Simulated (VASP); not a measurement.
# H (I4/mmm) in VASP: further runs, part 2 of 2

VASP 6.6.1. The steps go on from the part before.

## (3) Single point, LDA

The input, INCAR:

```
SYSTEM = H
  ALGO = Normal
  EDIFF = 1E-6
  ENCUT = 520
  GGA = CA
  ISIF = 2
  ISMEAR = 0
  LASPH = .True.
  LCHARG = .True.
  LELF = .True.
  LREAL = .False.
  LVHAR = .True.
  LWAVE = .False.
  NBANDS = 8
  NELM = 100
  PREC = Accurate
  SIGMA = 0.02
```

The input, KPOINTS:

```
k-points
0
Gamma
  11 11 11
  0 0 0
```

The input, POSCAR:

```
H
1.0
   -1.6915344700      1.6915344700      2.0584739900
    1.6915344700     -1.6915344700      2.0584739900
    1.6915344700      1.6915344700     -2.0584739900
H
2
Direct
    0.0901377100      0.0901377100      0.0000000000
    0.9098622900      0.9098622900      0.0000000000
```

Potentials or basis: VASP PAW LDA potentials, release 64 (H).

The run is started by

```console
$ cat potpaw_LDA.64/H/POTCAR > POTCAR
$ mpirun -np 1 vasp_std > vasp.out
```

OUTCAR:

```text
SYSTEM = H
   EDIFF = 1E-6
   ENCUT = 520
   GGA = CA
   ISIF = 2
   ISMEAR = 0
   LASPH = .True.
   LREAL = .False.
   NELM = 100
   PREC = Accurate

 ion  position               nearest neighbor table
   1  0.090  0.090  0.000-   2 0.74
   2  0.910  0.910  0.000-   1 0.74

  LATTYP: Found a body centered tetragonal cell.
 ALAT       =     3.3830689400
 C/A-ratio  =     1.2169270130

  Lattice vectors:

 A1 = (  -1.6915344700,   1.6915344700,   2.0584739900)
 A2 = (   1.6915344700,  -1.6915344700,   2.0584739900)
 A3 = (   1.6915344700,   1.6915344700,  -2.0584739900)

Analysis of symmetry for initial positions (statically):
=====================================================================
 Subroutine PRICEL returns:
 Original cell was already a primitive cell.

 Routine SETGRP: Setting up the symmetry group for a
 body centered tetragonal supercell.

 Subroutine GETGRP returns: Found 16 space group operations
 (whereof 16 operations were pure point group operations)
 out of a pool of 16 trial point group operations.

The static configuration has the point symmetry D_4h.

[... 164 lines left out ...]
 fundamental gap:      8.4180848876
 Fermi energy:        -7.8683519608

 k-point     1 :       0.0000    0.0000    0.0000
  band No.  band energies     occupation
      1     -10.6017      2.00000
      2       5.0432      0.00000
      3       8.9165      0.00000
      4      15.0659      0.00000
      5      15.0659      0.00000
      6      16.8985      0.00000
      7      16.8985      0.00000
      8      18.3230      0.00000
[... 243 lines left out ...]
 k-point    24 :      -0.1818    0.1818    0.0000
  band No.  band energies     occupation
      1     -10.1273      2.00000
      2       4.0318      0.00000
      3       7.6330      0.00000
      4      12.7862      0.00000
      5      13.3478      0.00000
      6      13.7675      0.00000
      7      17.2468      0.00000
      8      19.6353      0.00000

 [... further k-points ...]

------------------------ aborting loop because EDIFF is reached ----------------------------------------

  FORCE on cell =-STRESS in cart. coord.  units (eV):
  Direction    XX          YY          ZZ          XY          YZ          ZX
  --------------------------------------------------------------------------------------
  -------------------------------------------------------------------------------------
  Total       -0.1318106     -0.1318106      0.5918112      0.0000000      0.0000000      0.0000000
  in kB       -8.9638358     -8.9638358     40.2463688      0.0000000      0.0000000      0.0000000
  external PRESSURE =       7.4395658 kB  Pullay stress =       0.0000000 kB

 VOLUME and BASIS-vectors are now :
 -----------------------------------------------------------------------------
  energy-cutoff  :      520.00
  volume of cell :       23.56
      direct lattice vectors                 reciprocal lattice vectors
    -1.691534470  1.691534470  2.058473990     0.000000000  0.295589602  0.242898381
     1.691534470 -1.691534470  2.058473990     0.295589602  0.000000000  0.242898381
     1.691534470  1.691534470 -2.058473990     0.295589602  0.295589602  0.000000000

 POSITION                                       TOTAL-FORCE (eV/Angst)
 -----------------------------------------------------------------------------------
      0.00000      0.00000      0.37109         0.000000      0.000000      0.971137
      0.00000      0.00000      3.74586        -0.000000     -0.000000     -0.971137
 -----------------------------------------------------------------------------------
    total drift:                               -0.000000      0.000000      0.000000

  FREE ENERGIE OF THE ION-ELECTRON SYSTEM (eV)
  ---------------------------------------------------
  free  energy   TOTEN  =        -6.7657988269 eV

  energy  without entropy=       -6.7657988269  energy(sigma->0) =       -6.76579883
```

OSZICAR:

```text
N       E                     dE             d eps       ncg     rms          rms(c)
DAV:   1    -0.714441800486E+01   -0.71444E+01   -0.45103E+02  2016   0.158E+02
DAV:   2    -0.741140188897E+01   -0.26698E+00   -0.26698E+00  2712   0.911E+00
DAV:   3    -0.741180074798E+01   -0.39886E-03   -0.39886E-03  2256   0.330E-01
DAV:   4    -0.741180115738E+01   -0.40940E-06   -0.40940E-06  3064   0.111E-02
DAV:   5    -0.741180115755E+01   -0.17650E-09   -0.17650E-09  2344   0.150E-04    0.454E+00
DAV:   6    -0.695623057542E+01    0.45557E+00   -0.29068E-01  2104   0.161E+00    0.241E+00
DAV:   7    -0.676414204893E+01    0.19209E+00   -0.49248E-01  2232   0.219E+00    0.268E-01
DAV:   8    -0.676626255773E+01   -0.21205E-02   -0.41906E-03  2232   0.206E-01    0.120E-01
DAV:   9    -0.676579549988E+01    0.46706E-03   -0.10980E-03  2656   0.102E-01    0.119E-02
DAV:  10    -0.676579784918E+01   -0.23493E-05   -0.91846E-06  2392   0.171E-02    0.252E-03
DAV:  11    -0.676579882692E+01   -0.97774E-06   -0.83180E-07  2624   0.354E-03
   1 F= -.67657988E+01 E0= -.67657988E+01  d E =-.999594E-43
```

stdout:

```text
POSCAR found type information on POSCAR H
 POSCAR found :  1 types and       2 ions
 scaLAPACK will be used
 LDA part: xc-table for (Slater(with rela. corr.)+CA(PZ))
 , standard interpolation
 POSCAR, INCAR and KPOINTS ok, starting setup
 FFT: planning ... GRIDC
 FFT: planning ... GRID_SOFT
 FFT: planning ... GRID
 WAVECAR not read
 entering main loop
```

Run time: 9.2 s. Hardware: 1 thread of Intel Xeon Platinum 8488C (Sapphire Rapids), shared host; peak memory 0.13 GiB.

What came out:

```yaml
Free_energy: -6.7658 eV
Pressure: 0.7 GPa
Largest_force: 0.971 eV/Å
Band_gap_on_the_k_mesh: 8.42 eV, indirect (least direct gap 9.27 eV)
```

Forces on the atoms (eV/Å):
```
H    0.000  0.000  0.971
H    0.000  0.000 -0.971
```

Stress tensor (GPa, compression positive):
```
-0.90  0.00  0.00
 0.00 -0.90  0.00
 0.00  0.00  4.02
```

Levels at points of the mesh, in eV from the valence-band top:
| k point | band 1 | band 2 | band 3 | band 4 | band 5 |
| --- | --- | --- | --- | --- | --- |
| (0.00, 0.00, 0.00) | -2.54 | 13.10 | 16.97 | 23.12 | 23.12 |

A k mesh can miss the band edges. A hybrid or GW would open this gap; LDA tends to underestimate it.

## (4) Single point, r2SCAN+D3(BJ)

POSCAR is that of step 3.

The input, INCAR.step1:

```
SYSTEM = H
  PREC = Accurate
  ENCUT = 520
  ISMEAR = -5
  SIGMA = 0.05
  LREAL = .FALSE.
  LASPH = .TRUE.
  NELM = 100
  NBANDS = 8
  GGA = PE
  ALGO = Normal
  EDIFF = 1E-4
  LWAVE = .TRUE.
  LCHARG = .FALSE.
```

The input, INCAR.step2:

```
SYSTEM = H
  PREC = Accurate
  ENCUT = 520
  EDIFF = 1E-6
  ISMEAR = -5
  SIGMA = 0.05
  LREAL = .FALSE.
  LASPH = .TRUE.
  NELM = 100
  ALGO = Normal
  ISIF = 2
  LWAVE = .FALSE.
  LCHARG = .FALSE.
  METAGGA = R2SCAN
  LMIXTAU = .TRUE.
  IVDW = 12
  VDW_S6 = 1.0
  VDW_S8 = 0.78981345
  VDW_A1 = 0.49484001
  VDW_A2 = 5.73083694
  NBANDS = 8
  ISTART = 1
```

The input, KPOINTS:

```
regular mesh
0
G
  11 11 11
  0 0 0
```

Potentials or basis: VASP PAW PBE potentials, release 64 (H).

The run is started by

```console
$ cat potpaw_PBE.64/H/POTCAR > POTCAR
$ cp INCAR.step1 INCAR
$ mpirun -np 1 vasp_std > vasp.out
$ cp INCAR.step2 INCAR
$ mpirun -np 1 vasp_std > vasp.out
```

It took 43 s on 1 thread of Intel Xeon Platinum 8488C (Sapphire Rapids), shared host; peak memory 0.15 GiB.

The run converged. Its results:

| Property | Result |
| --- | --- |
| Free energy | -6.9212 eV |
| Pressure | -0.1 GPa |
| Largest force | 0.006 eV/Å |
| Band gap on the k mesh | 9.78 eV, indirect (least direct gap 10.59 eV) |
| Dispersion energy per atom | -0.010 eV |

Forces in eV/Å, atoms in the order of the input:
```
H    0.000  0.000  0.006
H    0.000  0.000 -0.006
```

Levels at points of the mesh, in eV from the valence-band top:
```
           k point  band 1  band 2  band 3  band 4  band 5  band 6
(0.00, 0.00, 0.00)   -2.36   14.72   17.94   24.58   24.58   27.41
```

Caveat: the PAW data sets were made with another functional, which shifts forces and pressure a little. A k mesh can miss the band edges.

## (5) The runs side by side

```csv
task,level,potentials or basis,cell,cutoff (eV),smearing,gap on the mesh (eV),pressure (GPa),largest force (eV/Å)
relaxation of cell and atoms,r2SCAN,"VASP PAW PBE potentials, release 64 (H)",relaxed,600,fermi-dirac 0.05 eV,9.98,0.0,0.01
single point,LDA,"VASP PAW LDA potentials, release 64 (H)",as given,520,gaussian 0.02 eV,8.42,0.7,0.97
single point,r2SCAN+D3(BJ),"VASP PAW PBE potentials, release 64 (H)",as given,520,tetrahedron,9.78,-0.1,0.01
```

Alike in all rows: no spin polarisation; k mesh 11 × 11 × 11.

Caveats: the PAW data sets were made with another functional, which shifts forces and pressure a little (some runs).

Absolute energies hang on the potentials; compare differences alone.
